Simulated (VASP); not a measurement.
**P: relaxation of cell and atoms with PBE**

P:

```xyz
1
Lattice="-1.1502 1.1502 3.7337 1.1502 -1.1502 3.7337 1.1502 1.1502 -3.7337" Properties=species:S:1:pos:R:3 pbc="T T T"
P     0.0000    0.0000    0.0000
```

```yaml
Program: VASP 6.6.1
Task: relaxation of cell and atoms
Functional: PBE
Potentials_or_basis: VASP PAW PBE potentials, release 64 (P)
Cutoff: 600 eV
k_mesh: 10 × 10 × 10
Occupations: gaussian, width 0.1 eV
Spin: no spin polarisation
Dipole_correction: no
Further_INCAR_settings: ALGO = Normal; EDIFF = 1e-06; IBRION = 2; EDIFFG = -0.04; NSW = 90; ISIF = 3
```

- Relaxed volume: 21.74 Å³/atom
- Relaxed cell: a = 4.377 Å, b = 4.377 Å, c = 4.377 Å, α = 149.35°, β = 149.35°, γ = 43.90°
- Space group after relaxing (to 0.05 Å): I4/mmm (No. 139)
- Energy gained by relaxing: 4.0 meV/atom
- Ionic steps: 7
- Pressure after relaxing: -0.2 GPa

Stress tensor (GPa, compression positive):
```
-0.13  0.00  0.00
 0.00 -0.13  0.00
 0.00  0.00 -0.24
```

The path:
| step | energy change (eV) | largest force (eV/Å) | pressure (GPa) | volume (Å³) |
| --- | --- | --- | --- | --- |
| 1 | 0.0000 | 0.0000 | 1.64 | 19.76 |
| 2 | 0.0007 | 0.0000 | -1.55 | 20.34 |
| 3 | -0.0015 | 0.0000 | 0.15 | 20.02 |
| 4 | -0.0018 | 0.0000 | 0.12 | 20.10 |
| 5 | -0.0026 | 0.0000 | 0.09 | 20.33 |
| 6 | -0.0038 | 0.0000 | -0.01 | 20.80 |
| 7 | -0.0040 | 0.0000 | -0.16 | 21.74 |

Final structure:
```yaml
crystal:
  lattice:
    - [-1.15687, 1.15687, 4.06007]
    - [1.15687, -1.15687, 4.06007]
    - [1.15687, 1.15687, -4.06007]
  atoms:
    - { symbol: P, position: [0.00000, 0.00000, 0.00000] }
```

Levels at points of the mesh, in eV from the Fermi level:
| k point | band 1 | band 2 | band 3 | band 4 | band 5 | band 6 |
| --- | --- | --- | --- | --- | --- | --- |
| (0.00, 0.00, 0.00) | -15.01 | -3.70 | 2.69 | 8.53 | 8.53 | 8.76 |
| (0.50, 0.00, 0.00) | -9.39 | -7.44 | -0.08 | 4.41 | 10.89 | 11.99 |
| (0.50, 0.50, 0.00) | -3.56 | -3.46 | -2.70 | 2.64 | 4.05 | 8.50 |
| (0.50, 0.50, 0.50) | -14.84 | -5.35 | 8.46 | 8.46 | 8.70 | 9.51 |

It took 4.3 min on 1 thread of Oxide Virtual Turin-like Processor, on a shared host, peak memory 0.18 GiB.

Caveat: the k points lie up to 0.38 Å⁻¹ apart in the final cell.
